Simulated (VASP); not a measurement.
# AlCo (Pm-3m) in VASP: notebook

AlCo is run at these levels: PBEsol; tasks: single point.

Program: VASP 6.6.1. These are calculated values, not measurements. Logs are shortened: lines on timing, memory, paths and dates and some standing lists are left out, and cuts for length are marked.

## 1. The cell of the first run

It takes space group Pm-3m (No. 221, cubic). Conventional cell: a = 2.800 Å, b = 2.800 Å, c = 2.800 Å, α = 90.00°, β = 90.00°, γ = 90.00°. Within 3.2 Å of Co (site symmetry m-3m) lie 8 Al at 2.42 Å and 6 Co at 2.80 Å. Al (site symmetry m-3m) has 8 Co at 2.42 Å and 6 Al at 2.80 Å within 3.2 Å.

## 2. Single point, PBEsol, collinear spin, ferromagnetic start

INCAR reads:

```
SYSTEM = AlCo
ALGO = Fast
EDIFF = 1E-6
ENCUT = 520
GGA = PS
ISIF = 2
ISMEAR = -1
ISPIN = 2
LASPH = .TRUE.
LCHARG = .FALSE.
LMAXMIX = 4
LORBIT = 11
LREAL = .FALSE.
LWAVE = .FALSE.
MAGMOM = 2 0
NBANDS = 17
NELM = 150
PREC = Accurate
SIGMA = 0.05
```

KPOINTS reads:

```
k-points
0
G
  9 9 9
  0 0 0
```

POSCAR reads:

```
AlCo
1.0
    2.7997377612      0.0000000000      0.0000000000
    0.0000000000      2.7997377612      0.0000000000
    0.0000000000      0.0000000000      2.7997377612
Co Al
1 1
Direct
    0.5000000000      0.5000000000      0.5000000000
    0.0000000000      0.0000000000      0.0000000000
```

Potentials or basis: VASP PAW PBE potentials, release 64 (Co, Al).

On the command line:

```sh
$ cat potpaw_PBE.64/Co/POTCAR potpaw_PBE.64/Al/POTCAR > POTCAR
$ mpirun -np 1 vasp_std > vasp.out
```

OUTCAR:

```text
SYSTEM = AlCo
   EDIFF = 1E-6
   ENCUT = 520
   GGA = PS
   ISIF = 2
   ISMEAR = -1
   ISPIN = 2
   LASPH = .TRUE.
   LORBIT = 11
   LREAL = .FALSE.
   NELM = 150
   PREC = Accurate

 ion  position               nearest neighbor table
   1  0.500  0.500  0.500-   2 2.42   2 2.42   2 2.42   2 2.42   2 2.42   2 2.42   2 2.42   2 2.42

   2  0.000  0.000  0.000-   1 2.42   1 2.42   1 2.42   1 2.42   1 2.42   1 2.42   1 2.42   1 2.42

  LATTYP: Found a simple cubic cell.
 ALAT       =     2.7997377612

  Lattice vectors:

 A1 = (   2.7997377612,   0.0000000000,   0.0000000000)
 A2 = (   0.0000000000,   2.7997377612,   0.0000000000)
 A3 = (   0.0000000000,   0.0000000000,   2.7997377612)

Analysis of symmetry for initial positions (statically):
=====================================================================
 Subroutine PRICEL returns:
 Original cell was already a primitive cell.

 Routine SETGRP: Setting up the symmetry group for a
 simple cubic supercell.

 Subroutine GETGRP returns: Found 48 space group operations
 (whereof 48 operations were pure point group operations)
 out of a pool of 48 trial point group operations.

The static configuration has the point symmetry O_h .

Analysis of symmetry for dynamics (positions and initial velocities):
=====================================================================
 Subroutine PRICEL returns:
 Original cell was already a primitive cell.

 Routine SETGRP: Setting up the symmetry group for a
 simple cubic supercell.

 Subroutine GETGRP returns: Found 48 space group operations
 (whereof 48 operations were pure point group operations)
 out of a pool of 48 trial point group operations.

The dynamic configuration has the point symmetry O_h .

Analysis of structural, dynamic, and magnetic symmetry:
=====================================================================
 Subroutine PRICEL returns:
 Original cell was already a primitive cell.

 Routine SETGRP: Setting up the symmetry group for a
 simple cubic supercell.

 Subroutine GETGRP returns: Found 48 space group operations
 (whereof 48 operations were pure point group operations)
 out of a pool of 48 trial point group operations.

The overall configuration has the point symmetry O_h .

 Subroutine INISYM returns: Found 48 space group operations
 (whereof 48 operations are pure point group operations),
 and found     1 'primitive' translations

----------------------------------------------------------------------------------------

                                     Primitive cell

  volume of cell :      21.9458

  direct lattice vectors                    reciprocal lattice vectors
     2.799737761  0.000000000  0.000000000     0.357176309  0.000000000  0.000000000
     0.000000000  2.799737761  0.000000000     0.000000000  0.357176309  0.000000000
[... 110 lines left out ...]
   GGA     = PS    functional components
   LHFCALC =     F    Hartree Fock is set to
   AEXX    =    0.0000 exact exchange contribution
   IVDW    =     0    specifies the selected vdW correction
   LEPSILON=     F    determine dielectric tensor
   LRPA    =     F    only Hartree local field effects (RPA)
 spin polarized calculation
 RMM-DIIS sequential band-by-band and
  energy-cutoff  :      520.00
  volume of cell :       21.95
 maximum number of plane-waves:       619
 NGX is ok and might be reduce to    24
   NGX = 11   NGY = 11   NGZ = 11

 number of electron      12.0000000 magnetization      -0.0001702

 number of electron      12.0000000 magnetization       0.0000268

 Free energy of the ion-electron system (eV)
  ---------------------------------------------------
  ext. energy  EPLUGINS =         0.00000000
  ---------------------------------------------------
  free energy    TOTEN  =       -13.07933825 eV

  energy without entropy =      -13.07528321  energy(sigma->0) =      -13.07731073

 E-fermi :  11.1666     XC(G=0): -12.6482

 val. band max:       11.1133435359   @ k =   0.4444   0.4444   0.1111
 cond. band min:      11.2903758524   @ k =   0.4444   0.3333   0.0000
 fundamental gap:      0.1770323164
 Fermi energy:        11.1666126302

 spin component 1

 k-point     1 :       0.0000    0.0000    0.0000
  band No.  band energies     occupation
      1      -0.2576      1.00000
      2       7.9488      1.00000
      3       7.9488      1.00000
      4      10.2998      1.00000
      5      10.2998      1.00000
      6      10.2998      1.00000
[... 459 lines left out ...]
      6       9.8890      1.00000
[... 9 lines left out ...]
     16      33.4463      0.00000
     17      35.0070      0.00000

 [... further k-points ...]

 spin component 2

 k-point     1 :       0.0000    0.0000    0.0000
  band No.  band energies     occupation
      1      -0.2575      1.00000
      2       7.9486      1.00000
      3       7.9486      1.00000
      4      10.2998      1.00000
      5      10.2998      1.00000
      6      10.2998      1.00000
[... 459 lines left out ...]
      6       9.8890      1.00000
[... 9 lines left out ...]
     16      33.4464      0.00000
     17      35.0070      0.00000

 [... further k-points ...]
[... 5 lines left out ...]
  --------------------------------------------------------------------------------------
  -------------------------------------------------------------------------------------
  Total        0.6685250      0.6685250      0.6685250     -0.0000000     -0.0000000     -0.0000000
  in kB       48.8063293     48.8063293     48.8063293     -0.0000000     -0.0000000     -0.0000000
  external PRESSURE =      48.8063293 kB  Pullay stress =       0.0000000 kB

 VOLUME and BASIS-vectors are now :
 -----------------------------------------------------------------------------
  energy-cutoff  :      520.00
  volume of cell :       21.95
      direct lattice vectors                 reciprocal lattice vectors
     2.799737761  0.000000000  0.000000000     0.357176309  0.000000000  0.000000000
     0.000000000  2.799737761  0.000000000     0.000000000  0.357176309  0.000000000
     0.000000000  0.000000000  2.799737761     0.000000000  0.000000000  0.357176309

 POSITION                                       TOTAL-FORCE (eV/Angst)
 -----------------------------------------------------------------------------------
      1.39987      1.39987      1.39987         0.000000      0.000000      0.000000
      0.00000      0.00000      0.00000         0.000000      0.000000      0.000000
 -----------------------------------------------------------------------------------
    total drift:                                0.000000     -0.000000     -0.000000

  FREE ENERGIE OF THE ION-ELECTRON SYSTEM (eV)
  ---------------------------------------------------
  free  energy   TOTEN  =       -13.0793382523 eV

  energy  without entropy=      -13.0752832107  energy(sigma->0) =      -13.07731073

 total charge

# of ion       s       p       d       tot
------------------------------------------
    1        0.457   0.553   7.553   8.563
    2        0.401   0.453   0.000   0.853
--------------------------------------------------
tot          0.857   1.006   7.553   9.416

 magnetization (x)

# of ion       s       p       d       tot
------------------------------------------
    1        0.000   0.000  -0.000  -0.000
    2        0.000   0.000   0.000   0.000
--------------------------------------------------
tot          0.000   0.000  -0.000  -0.000
```

stdout:

```text
POSCAR found type information on POSCAR CoAl
 POSCAR found :  2 types and       2 ions
 scaLAPACK will be used
 -----------------------------------------------------------------------------
|                                                                             |
|                                                                             |
|     You enforced a specific xc type in the INCAR file but a different       |
|     I HOPE YOU KNOW WHAT YOU ARE DOING!                                     |
|                                                                             |
 -----------------------------------------------------------------------------

 LDA part: xc-table for (Slater+PW92), standard interpolation
 POSCAR, INCAR and KPOINTS ok, starting setup
 FFT: planning ... GRIDC
 FFT: planning ... GRID_SOFT
 FFT: planning ... GRID
 WAVECAR not read
 entering main loop
WARNING in EDDRMM: call to ZHEGV failed, returncode =   8  4     16
```

Wall time 12 s (1 thread of Intel Xeon 6975P-C (Granite Rapids), shared host); peak memory 0.15 GiB.

What came out:

- Free energy: -13.0793 eV
- Pressure: 4.9 GPa
- Band gap on the k mesh: zero (filled and empty bands overlap)
- Net moment: 0.00 μB per cell
- Valence electrons inside the program's atomic spheres: Co 8.56; Al 0.85

Caveat: the starting moments collapsed, and a magnetic state may lie lower; the PAW data sets were made with another functional, which shifts forces and pressure a little.

## 3. Single point, PBEsol, collinear spin, ferromagnetic start

This run uses another cell than the first one, of 11.24 Å³/atom, 1.025 times its volume.

INCAR reads:

```
PREC = Accurate
ENCUT = 520
EDIFF = 1E-6
ISMEAR = -1
SIGMA = 0.05
LREAL = F
LASPH = T
NELM = 150
ALGO = Normal
ISIF = 2
LWAVE = F
LCHARG = T
ISPIN = 2
MAGMOM = 2 0
LORBIT = 11
LMAXMIX = 4
GGA = PS
LELF = T
LVHAR = T
NBANDS = 17
```

KPOINTS reads:

```
regular mesh
0
Gamma
  9 9 9
```

POSCAR reads:

```
AlCo
1.0
    2.8225213152      0.0000000000      0.0000000000
    0.0000000000      2.8225213152      0.0000000000
    0.0000000000      0.0000000000      2.8225213152
Co Al
1 1
Direct
    0.5000000000      0.5000000000      0.5000000000
    0.0000000000      0.0000000000      0.0000000000
```

Potentials or basis: VASP PAW PBE potentials, release 64 (Co, Al).

On the command line:

```sh
$ cat potpaw_PBE.64/Co/POTCAR potpaw_PBE.64/Al/POTCAR > POTCAR
$ mpirun -np 1 vasp_std > vasp.out
```

OUTCAR:

```text
PREC = Accurate
   ENCUT = 520
   EDIFF = 1E-6
   ISMEAR = -1
   LREAL = F
   LASPH = T
   NELM = 150
   ISIF = 2
   ISPIN = 2
   LORBIT = 11
   GGA = PS

 ion  position               nearest neighbor table
   1  0.500  0.500  0.500-   2 2.44   2 2.44   2 2.44   2 2.44   2 2.44   2 2.44   2 2.44   2 2.44

   2  0.000  0.000  0.000-   1 2.44   1 2.44   1 2.44   1 2.44   1 2.44   1 2.44   1 2.44   1 2.44

  LATTYP: Found a simple cubic cell.
 ALAT       =     2.8225213152

  Lattice vectors:

 A1 = (   2.8225213152,   0.0000000000,   0.0000000000)
 A2 = (   0.0000000000,   2.8225213152,   0.0000000000)
 A3 = (   0.0000000000,   0.0000000000,   2.8225213152)

Analysis of symmetry for initial positions (statically):
=====================================================================
 Subroutine PRICEL returns:
 Original cell was already a primitive cell.

 Routine SETGRP: Setting up the symmetry group for a
 simple cubic supercell.

 Subroutine GETGRP returns: Found 48 space group operations
 (whereof 48 operations were pure point group operations)
 out of a pool of 48 trial point group operations.

The static configuration has the point symmetry O_h .

Analysis of symmetry for dynamics (positions and initial velocities):
=====================================================================
 Subroutine PRICEL returns:
 Original cell was already a primitive cell.

 Routine SETGRP: Setting up the symmetry group for a
 simple cubic supercell.

 Subroutine GETGRP returns: Found 48 space group operations
 (whereof 48 operations were pure point group operations)
 out of a pool of 48 trial point group operations.

The dynamic configuration has the point symmetry O_h .

Analysis of structural, dynamic, and magnetic symmetry:
[... 143 lines left out ...]
  energy-cutoff  :      520.00
  volume of cell :       22.49
 maximum number of plane-waves:       619
 NGX is ok and might be reduce to    24
   NGX = 11   NGY = 11   NGZ = 11

 number of electron      11.9999996 magnetization      -0.0058125

 number of electron      11.9999996 magnetization       0.0005712

 Free energy of the ion-electron system (eV)
  ---------------------------------------------------
  ext. energy  EPLUGINS =         0.00000000
  ---------------------------------------------------
  free energy    TOTEN  =       -13.08785080 eV

  energy without entropy =      -13.08348716  energy(sigma->0) =      -13.08566898

 E-fermi :  10.8240     XC(G=0): -12.5271

 val. band max:       10.7744986906   @ k =   0.4444   0.4444   0.1111
 cond. band min:      10.9424432775   @ k =   0.4444   0.3333   0.0000
 fundamental gap:      0.1679445870
 Fermi energy:        10.8240257476

 spin component 1

 k-point     1 :       0.0000    0.0000    0.0000
  band No.  band energies     occupation
      1      -0.4263      1.00000
      2       7.7257      1.00000
      3       7.7257      1.00000
      4       9.9906      1.00000
      5       9.9906      1.00000
      6       9.9906      1.00000
[... 459 lines left out ...]
      6       9.5937      1.00000
[... 9 lines left out ...]
     16      32.7724      0.00000
     17      34.3443      0.00000

 [... further k-points ...]

 spin component 2

 k-point     1 :       0.0000    0.0000    0.0000
  band No.  band energies     occupation
      1      -0.4267      1.00000
      2       7.7265      1.00000
      3       7.7265      1.00000
      4       9.9910      1.00000
      5       9.9911      1.00000
      6       9.9911      1.00000
[... 459 lines left out ...]
      6       9.5940      1.00000
[... 9 lines left out ...]
     16      32.7720      0.00000
     17      34.3438      0.00000

 [... further k-points ...]
[... 5 lines left out ...]
  --------------------------------------------------------------------------------------
  -------------------------------------------------------------------------------------
  Total        0.0162813      0.0162813      0.0162813      0.0000000      0.0000000      0.0000000
  in kB        1.1600802      1.1600802      1.1600802      0.0000000      0.0000000      0.0000000
  external PRESSURE =       1.1600802 kB  Pullay stress =       0.0000000 kB

 VOLUME and BASIS-vectors are now :
 -----------------------------------------------------------------------------
  energy-cutoff  :      520.00
  volume of cell :       22.49
      direct lattice vectors                 reciprocal lattice vectors
     2.822521315  0.000000000  0.000000000     0.354293161  0.000000000  0.000000000
     0.000000000  2.822521315  0.000000000     0.000000000  0.354293161  0.000000000
     0.000000000  0.000000000  2.822521315     0.000000000  0.000000000  0.354293161

 POSITION                                       TOTAL-FORCE (eV/Angst)
 -----------------------------------------------------------------------------------
      1.41126      1.41126      1.41126         0.000000      0.000000      0.000000
      0.00000      0.00000      0.00000         0.000000      0.000000      0.000000
 -----------------------------------------------------------------------------------
    total drift:                                0.000000     -0.000000     -0.000000

  FREE ENERGIE OF THE ION-ELECTRON SYSTEM (eV)
  ---------------------------------------------------
  free  energy   TOTEN  =       -13.0878508046 eV

  energy  without entropy=      -13.0834871608  energy(sigma->0) =      -13.08566898

 total charge

# of ion       s       p       d       tot
------------------------------------------
    1        0.447   0.532   7.534   8.513
    2        0.397   0.441   0.000   0.838
--------------------------------------------------
tot          0.844   0.973   7.534   9.351

 magnetization (x)

# of ion       s       p       d       tot
------------------------------------------
    1       -0.000  -0.000   0.000   0.000
    2       -0.000  -0.000   0.000  -0.000
--------------------------------------------------
tot         -0.000  -0.000   0.000   0.000
```

OSZICAR:

```text
N       E                     dE             d eps       ncg     rms          rms(c)
DAV:   1     0.373957883940E+02    0.37396E+02   -0.48721E+03  2404   0.748E+02
DAV:   2    -0.124883882361E+02   -0.49884E+02   -0.44262E+02  2702   0.153E+02
DAV:   3    -0.145218114667E+02   -0.20334E+01   -0.20026E+01  2846   0.324E+01
DAV:   4    -0.145503326117E+02   -0.28521E-01   -0.28502E-01  2804   0.341E+00
DAV:   5    -0.145511526498E+02   -0.82004E-03   -0.81999E-03  2949   0.622E-01    0.145E+01
DAV:   6    -0.173813400230E+02   -0.28302E+01   -0.50166E+01  2641   0.767E+01    0.173E+01
DAV:   7    -0.131165317676E+02    0.42648E+01   -0.26917E+01  2728   0.488E+01    0.251E+00
DAV:   8    -0.131028438058E+02    0.13688E-01   -0.16567E-01  2948   0.259E+00    0.135E+00
DAV:   9    -0.130886355956E+02    0.14208E-01   -0.42584E-02  3089   0.141E+00    0.721E-01
DAV:  10    -0.130878812686E+02    0.75433E-03   -0.79774E-04  2864   0.206E-01    0.203E-01
DAV:  11    -0.130878516668E+02    0.29602E-04   -0.19186E-04  3090   0.104E-01    0.112E-01
DAV:  12    -0.130878454475E+02    0.62193E-05   -0.14199E-04  3267   0.875E-02    0.347E-02
DAV:  13    -0.130878503364E+02   -0.48888E-05   -0.68018E-06  2749   0.218E-02    0.106E-02
DAV:  14    -0.130878508046E+02   -0.46819E-06   -0.14170E-06  1395   0.835E-03
   1 F= -.13087851E+02 E0= -.13085669E+02  d E =-.436364E-02  mag=     0.0000
```

Run time: 11 s. Hardware: 1 thread of Intel Xeon 6975P-C (Granite Rapids), shared host; peak memory 0.15 GiB.

What came out:

```
Free energy                                           : -13.0879 eV
Pressure                                              : 0.1 GPa
Band gap on the k mesh                                : zero (filled and empty bands overlap)
Net moment                                            : 0.00 μB per cell
Valence electrons inside the program's atomic spheres : Co 8.51; Al 0.84
```

Caveat: the starting moments collapsed, and a magnetic state may lie lower; the PAW data sets were made with another functional, which shifts forces and pressure a little.

## 4. Single point, PBEsol, collinear spin, ferromagnetic start

This run uses another cell than the first one, of 11.13 Å³/atom, 1.014 times its volume.

INCAR reads:

```
SYSTEM = AlCo
ALGO = Fast ; EDIFF = 1E-6
ENCUT = 520 ; GGA = PS
ISIF = 2 ; ISMEAR = -1
ISPIN = 2 ; LASPH = .True.
LCHARG = .True. ; LELF = .True.
LMAXMIX = 4 ; LORBIT = 11
LREAL = .False. ; LVHAR = .True.
LWAVE = .False. ; MAGMOM = 2 0
NBANDS = 17 ; NELM = 150
PREC = Accurate ; SIGMA = 0.05
```

KPOINTS reads:

```
k-points
0
Gamma
  9 9 9
  0 0 0
```

POSCAR reads:

```
AlCo
1.0
    2.8131094693      0.0000000000      0.0000000000
    0.0000000000      2.8131094693      0.0000000000
    0.0000000000      0.0000000000      2.8131094693
Co Al
1 1
Direct
    0.5000000000      0.5000000000      0.5000000000
    0.0000000000      0.0000000000      0.0000000000
```

On the command line:

```sh
$ cat potpaw_PBE.64/Co/POTCAR potpaw_PBE.64/Al/POTCAR > POTCAR
$ mpirun -np 1 vasp_std > vasp.out
```

It took 13 s on 1 thread of Intel Xeon 6975P-C (Granite Rapids), shared host; peak memory 0.16 GiB.

The run converged. Its results:

- Free energy: -13.0863 eV
- Pressure: 2.1 GPa
- Band gap on the k mesh: zero (filled and empty bands overlap)
- Net moment: 0.00 μB per cell
- Valence electrons inside the program's atomic spheres: Co 8.53; Al 0.84

Levels at points of the mesh, in eV from the Fermi level:
Spin up:
```
           k point  band 3  band 4  band 5  band 6  band 7  band 8  band 9  band 10
(0.00, 0.00, 0.00)   -3.15   -0.85   -0.85   -0.85    6.18    6.18    6.18     8.93
```
Spin down:
| k point | band 3 | band 4 | band 5 | band 6 | band 7 | band 8 | band 9 | band 10 |
| --- | --- | --- | --- | --- | --- | --- | --- | --- |
| (0.00, 0.00, 0.00) | -3.15 | -0.85 | -0.85 | -0.85 | 6.18 | 6.18 | 6.18 | 8.93 |

Caveat: the starting moments collapsed, and a magnetic state may lie lower; the PAW data sets were made with another functional, which shifts forces and pressure a little.
